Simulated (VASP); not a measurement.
Write the native input for VASP 6.6.1 that does the following.

- Task: relaxation of cell and atoms
- Functional: PBEsol
- Potentials or basis: VASP PAW PBE potentials, release 64 (Hf_pv)
- Cutoff: 600 eV
- k mesh: 12 × 12 × 14
- Occupations: gaussian, width 0.1 eV
- Spin: no spin polarisation
- Target pressure: 50 GPa
- Dipole correction: no
- Further INCAR settings: ALGO = Normal; EDIFF = 1e-06; IBRION = 2; EDIFFG = -0.002; NSW = 100; ISIF = 3

The structure of Hf lies in POSCAR:

```
Hf
1.0
    4.9623295440      0.0000000000      0.0000000000
   -2.4811647720      4.2975034470      0.0000000000
    0.0000000000      0.0000000000      3.0862322500
Hf
3
Direct
    0.6666666700      0.3333333300      0.5000000000
    0.3333333300      0.6666666700      0.5000000000
    0.0000000000      0.0000000000      0.0000000000
```

One way to write it, as run:

INCAR

```
SYSTEM = Hf
PREC = Accurate
ENCUT = 600
EDIFF = 1E-6
ISMEAR = 0
SIGMA = 0.1
LREAL = .FALSE.
LASPH = .TRUE.
NELM = 100
ALGO = Normal
ISIF = 3
LWAVE = .FALSE.
LCHARG = .FALSE.
GGA = PS
IBRION = 2
NSW = 100
EDIFFG = -0.002
PSTRESS = 500.0
```

KPOINTS

```
regular mesh
0
G
  12 12 14
  0 0 0
```

Potentials or basis: VASP PAW PBE potentials, release 64 (Hf_pv).

The run is started by

```bash
$ cat potpaw_PBE.64/Hf_pv/POTCAR > POTCAR
$ mpirun -np 1 vasp_std > vasp.out
```

It gave:

| Quantity | Value |
| --- | --- |
| Relaxed volume | 16.30 Å³/atom |
| Relaxed cell | a = 4.490 Å, b = 4.490 Å, c = 2.800 Å, α = 90.00°, β = 90.00°, γ = 120.00° |
| Space group after relaxing (to 0.05 Å) | P6/mmm (No. 191) |
| Energy change on relaxing (the enthalpy is what falls) | +631.8 meV/atom |
| Ionic steps | 10 |
| Pressure after relaxing | 50.0 GPa |
| Band gap on the k mesh | zero (band 15 reaches 7.58 eV, above the bottom of band 16 at 6.41 eV) |

Caveat: the cell is relaxed towards a set pressure, so the enthalpy falls and the energy may rise; the volume moved by over 15 % at a fixed basis, so the end points are rough; the PAW data sets were made with another functional, which shifts forces and pressure a little; spin-orbit coupling is left out, which moves the levels of the heavy elements.

Run time: 24 min on 1 thread of AMD EPYC 9R45 (Zen 5), with other jobs on the host, peak memory 0.33 GiB.
